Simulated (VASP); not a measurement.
# Rh12C in VASP: single point with PBE

Aim: the single point of Rh12C with PBE.

Program: VASP 6.6.1. These are calculated values, not measurements. Logs are shortened: lines on timing, memory, paths and dates and some standing lists are left out, and cuts for length are marked.

## 1. The cell of the first run

The cell holds a slab with vacuum, 13 atoms: a = 5.417 Å, b = 5.417 Å, c = 19.174 Å, α = 90.00°, β = 90.00°, γ = 90.00°.

## 2. Single point, PBE

INCAR

```
SYSTEM = Rh12C
PREC = Accurate ; ENCUT = 520
EDIFF = 1E-6 ; ISMEAR = 0
SIGMA = 0.1 ; LREAL = .False.
LASPH = .True. ; NELM = 80
ALGO = Normal ; ISIF = 2
LWAVE = .False. ; LCHARG = .False.
LDIPOL = .True. ; IDIPOL = 3
DIPOL = 0.5 0.5 0.316 ; GGA = PE
NBANDS = 104
```

KPOINTS

```
regular mesh
0
Gamma
  5 5 1
  0 0 0
```

POSCAR

```
Rh12C
1.0
    5.4165863251      0.0000000000      0.0000000000
    0.0000000000      5.4165863251      0.0000000000
    0.0000000000      0.0000000000     19.1737394690
Rh C
12 1
Direct
    0.2500000000      0.2500000000      0.2086186686
    0.2500000000      0.7500000000      0.2086186686
    0.7500000000      0.2500000000      0.2086186686
    0.7500000000      0.7500000000      0.2086186686
    0.0000000000      0.0000000000      0.3044995961
    0.0000000000      0.5000000000      0.3044995961
    0.5000000000      0.0000000000      0.3044995961
    0.5000000000      0.5000000000      0.3044995961
    0.2500000000      0.2500000000      0.4002213278
    0.2500000000      0.7500000000      0.4002213278
    0.7500000000      0.2500000000      0.4002213278
    0.7500000000      0.7500000000      0.4002213278
    0.4166666667      0.4166666667      0.4599414482
```

Potentials or basis: VASP PAW PBE potentials, release 64 (Rh_pv, C).

Command:

```
$ cat potpaw_PBE.64/Rh_pv/POTCAR potpaw_PBE.64/C/POTCAR > POTCAR
$ mpirun -np 1 vasp_std > vasp.out
```

OUTCAR:

```text
SYSTEM = Rh12C
   PREC = Accurate
   ENCUT = 520
   EDIFF = 1E-6
   ISMEAR = 0
   LREAL = .False.
   LASPH = .True.
   NELM = 80
   ISIF = 2
   GGA = PE

 ion  position               nearest neighbor table
   1  0.250  0.250  0.209-   5 2.65   6 2.65   7 2.65   8 2.65   2 2.71   3 2.71   2 2.71   3 2.71

   2  0.250  0.750  0.209-   5 2.65   6 2.65   7 2.65   8 2.65   1 2.71   4 2.71   1 2.71   4 2.71

   3  0.750  0.250  0.209-   5 2.65   6 2.65   7 2.65   8 2.65   1 2.71   4 2.71   4 2.71   1 2.71
[... 4 lines left out ...]
                             6 2.71   7 2.71   6 2.71   7 2.71
   6  0.000  0.500  0.304-   9 2.65  10 2.65  11 2.65  12 2.65   1 2.65   2 2.65   3 2.65   4 2.65
                             5 2.71   8 2.71   5 2.71   8 2.71
   7  0.500  0.000  0.304-   9 2.65  10 2.65  11 2.65  12 2.65   1 2.65   2 2.65   3 2.65   4 2.65
                             5 2.71   8 2.71   8 2.71   5 2.71
   8  0.500  0.500  0.304-   9 2.65  10 2.65  11 2.65  12 2.65   1 2.65   2 2.65   3 2.65   4 2.65
                             6 2.71   7 2.71   7 2.71   6 2.71
   9  0.250  0.250  0.400-  13 1.71   6 2.65   7 2.65   8 2.65   5 2.65  11 2.71  10 2.71  10 2.71
                            11 2.71
  10  0.250  0.750  0.400-  13 2.32   6 2.65   7 2.65   8 2.65   5 2.65  12 2.71   9 2.71   9 2.71
                            12 2.71
  11  0.750  0.250  0.400-  13 2.32   6 2.65   7 2.65   8 2.65   5 2.65  12 2.71   9 2.71  12 2.71
                             9 2.71
  12  0.750  0.750  0.400-   5 2.65   6 2.65   7 2.65   8 2.65  10 2.71  11 2.71  11 2.71  10 2.71

  13  0.417  0.417  0.460-   9 1.71  10 2.32  11 2.32

  LATTYP: Found a simple tetragonal cell.
 ALAT       =     5.4165863251
 C/A-ratio  =     3.5398197902

  Lattice vectors:

 A1 = (   5.4165863251,   0.0000000000,   0.0000000000)
 A2 = (   0.0000000000,   5.4165863251,   0.0000000000)
 A3 = (   0.0000000000,   0.0000000000,  19.1737394690)

Analysis of symmetry for initial positions (statically):
=====================================================================
 Subroutine PRICEL returns:
 Original cell was already a primitive cell.

 Routine SETGRP: Setting up the symmetry group for a
 simple tetragonal supercell.

 Subroutine GETGRP returns: Found  2 space group operations
 (whereof  2 operations were pure point group operations)
 out of a pool of 16 trial point group operations.

The static configuration has the point symmetry C_1h.

Analysis of symmetry for dynamics (positions and initial velocities):
=====================================================================
 Subroutine PRICEL returns:
 Original cell was already a primitive cell.

[... 135 lines left out ...]
  Fermi-wavevector in a.u.,A,eV,Ry     =   1.127963  2.131540 17.310689  1.272300
  Thomas-Fermi vector in A             =   2.264651
   LORBIT       =      0    0 simple, 1 ext, 2 COOP (PROOUT), +10 PAW based schemes
   GGA     = PE    functional components
   LHFCALC =     F    Hartree Fock is set to
   AEXX    =    0.0000 exact exchange contribution
   IVDW    =     0    specifies the selected vdW correction
   LEPSILON=     F    determine dielectric tensor
   LRPA    =     F    only Hartree local field effects (RPA)
 non-spin polarized calculation
 Gauss-broadening in eV      SIGMA  =   0.10
  energy-cutoff  :      520.00
  volume of cell :      562.55
 maximum number of plane-waves:     15180
   NGX = 21   NGY = 21   NGZ = 71

 dipolmoment           0.000000      0.000000     -0.010027 electrons x Angstroem

 number of electron     184.0000092 magnetization

 dipolmoment           0.000000      0.000000      0.085166 electrons x Angstroem

 Free energy of the ion-electron system (eV)
  ---------------------------------------------------
  ext. energy  EPLUGINS =         0.00000000
  ---------------------------------------------------
  free energy    TOTEN  =       -86.42123199 eV

  energy without entropy =      -86.32956896  energy(sigma->0) =      -86.37540048

 E-fermi :  -0.0340     XC(G=0):  -5.2673

 val. band max:       -0.0465063390   @ k =   0.2000   0.0000   0.0000
 cond. band min:      -0.0311192600   @ k =  -0.4000   0.4000   0.0000
 fundamental gap:      0.0153870790
 Fermi energy:        -0.0340391987

 k-point     1 :       0.0000    0.0000    0.0000
  band No.  band energies     occupation
      1     -47.7154      2.00000
      2     -47.0774      2.00000
      3     -47.0444      2.00000
      4     -47.0208      2.00000
      5     -46.9723      2.00000
      6     -46.9415      2.00000
[... 952 lines left out ...]
    103       1.1555      0.00000
    104       1.8134      0.00000

------------------------ aborting loop because EDIFF is reached ----------------------------------------

 vacuum level on the upper side and lower side of the slab       (xc-potential included)         0.212        -0.258

  FORCE on cell =-STRESS in cart. coord.  units (eV):
  Direction    XX          YY          ZZ          XY          YZ          ZX
  --------------------------------------------------------------------------------------
  -------------------------------------------------------------------------------------
  Total       -5.0727760     -5.0727760      3.5488596      2.5368280      3.2963187      3.2963175
  in kB      -14.4476799    -14.4476799     10.1074416      7.2250931      9.3881844      9.3881812
  external PRESSURE =      -6.2626394 kB  Pullay stress =       0.0000000 kB

 VOLUME and BASIS-vectors are now :
 -----------------------------------------------------------------------------
  energy-cutoff  :      520.00
  volume of cell :      562.55
      direct lattice vectors                 reciprocal lattice vectors
     5.416586325  0.000000000  0.000000000     0.184618123  0.000000000  0.000000000
     0.000000000  5.416586325  0.000000000     0.000000000  0.184618123  0.000000000
     0.000000000  0.000000000 19.173739469     0.000000000  0.000000000  0.052154667

 POSITION                                       TOTAL-FORCE (eV/Angst)
 -----------------------------------------------------------------------------------
      1.35415      1.35415      4.00000        -0.018285     -0.018285      0.082143
      1.35415      4.06244      4.00000         0.013359     -0.022900      0.050098
      4.06244      1.35415      4.00000        -0.022900      0.013359      0.050098
      4.06244      4.06244      4.00000        -0.041924     -0.041924     -0.029312
      0.00000      0.00000      5.83840        -0.307769     -0.307769     -0.567495
      0.00000      2.70829      5.83840        -0.234083     -0.097359     -0.472398
      2.70829      0.00000      5.83840        -0.097359     -0.234083     -0.472398
      2.70829      2.70829      5.83840         0.214280      0.214280     -0.685268
      1.35415      1.35415      7.67374        -1.226312     -1.226312     -0.148572
      1.35415      4.06244      7.67374         0.384569     -0.535233      0.913063
      4.06244      1.35415      7.67374        -0.535233      0.384569      0.913063
      4.06244      4.06244      7.67374        -0.101892     -0.101892      0.200053
      2.25691      2.25691      8.81880         1.973549      1.973549      0.166925
 -----------------------------------------------------------------------------------
    total drift:                               -0.000047     -0.000047     -0.000363

  FREE ENERGIE OF THE ION-ELECTRON SYSTEM (eV)
  ---------------------------------------------------
  free  energy   TOTEN  =       -86.4212319944 eV

  energy  without entropy=      -86.3295689626  energy(sigma->0) =      -86.37540048

 vacuum level on the upper side and lower side of the slab         5.450         4.925
```

OSZICAR:

```text
N       E                     dE             d eps       ncg     rms          rms(c)
DAV:   1     0.180335563455E+04    0.18034E+04   -0.11606E+05  2472   0.165E+03
DAV:   2    -0.216828021902E+02   -0.18250E+04   -0.17864E+04  2032   0.470E+02
DAV:   3    -0.897353867961E+02   -0.68053E+02   -0.63567E+02  2464   0.853E+01
[... 25 lines left out ...]
DAV:  29    -0.864212173594E+02   -0.33748E-04   -0.25773E-06  1440   0.349E-03    0.160E-03
DAV:  30    -0.864212279001E+02   -0.10541E-04   -0.66839E-07  1288   0.182E-03    0.863E-04
DAV:  31    -0.864212307566E+02   -0.28565E-05   -0.18191E-07  1112   0.777E-04    0.498E-04
DAV:  32    -0.864212317680E+02   -0.10114E-05   -0.12105E-07  1072   0.633E-04    0.188E-04
DAV:  33    -0.864212319944E+02   -0.22644E-06   -0.52969E-08  1032   0.359E-04
   1 F= -.86421232E+02 E0= -.86375400E+02  d E =-.916630E-01
```

stdout:

```text
POSCAR found type information on POSCAR RhC
 POSCAR found :  2 types and      13 ions
 scaLAPACK will be used
 LDA part: xc-table for (Slater+PW92), standard interpolation
 POSCAR, INCAR and KPOINTS ok, starting setup
 FFT: planning ... GRIDC
 FFT: planning ... GRID_SOFT
 FFT: planning ... GRID
 WAVECAR not read
 entering main loop
```

Run time: 14 min. Hardware: 1 thread of Intel Xeon 6975P-C (Granite Rapids), shared host; peak memory 0.71 GiB.

What came out:

```yaml
Free_energy: -86.4212 eV
Largest_force: 2.796 eV/Å
Band_gap_on_the_k_mesh: zero (band 92 reaches 0.37 eV, above the bottom of band 93 at -0.37 eV)
```

Forces on the atoms (eV/Å):
```
Rh  -0.018 -0.018  0.082
Rh   0.013 -0.023  0.050
Rh  -0.023  0.013  0.050
Rh  -0.042 -0.042 -0.029
Rh  -0.308 -0.308 -0.567
Rh  -0.234 -0.097 -0.472
Rh  -0.097 -0.234 -0.472
Rh   0.214  0.214 -0.685
Rh  -1.226 -1.226 -0.149
Rh   0.385 -0.535  0.913
Rh  -0.535  0.385  0.913
Rh  -0.102 -0.102  0.200
C    1.974  1.974  0.167
```

Levels at points of the mesh, in eV from the Fermi level:
| k point | band 90 | band 91 | band 92 | band 93 | band 94 | band 95 |
| --- | --- | --- | --- | --- | --- | --- |
| (0.00, 0.00, 0.00) | 0.27 | 0.29 | 0.40 | 0.47 | 0.60 | 0.60 |
